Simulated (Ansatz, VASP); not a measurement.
## Fe in VASP and in Ansatz

```
Fe
1.0
     0.00000   -1.94174    1.96511
     0.00000    1.94174    1.96511
    -2.99688    0.00000    0.00000
Fe
2
Direct
  0.00000 0.00000 0.00000
  0.50000 0.50000 0.50000
```

Alike in both runs: task single point; functional PBE; k mesh 9 × 9 × 9; occupations fermi-dirac, width 0.1 eV; non-collinear spin.

|  | VASP | Ansatz |
| --- | --- | --- |
| version | VASP 6.6.1 | Ansatz 0.2.0 |
| potentials or method | VASP PAW PBE potentials, release 64 (Fe) | PAW with Ansatz's default frozen-core files, scalar-relativistic |
| plane-wave cutoff (eV) | 520 | 420 |
| valence electrons in the cell | 16 | 32 |

Ansatz gave:

```
net moment per atom (μB)                                      : 2.19
size of the moment on the site where the two differ most (μB) : 2.17
```

Question: What did VASP give for the same quantities?

Answer: net moment per atom (μB): 2.21; size of the moment on the site where the two differ most (μB): 2.21.

Site moments also hang on the region over which each program counts them. VASP's potentials hold 16 valence electrons a cell and Ansatz's 32, so a difference there can come from the potentials and not from the codes.
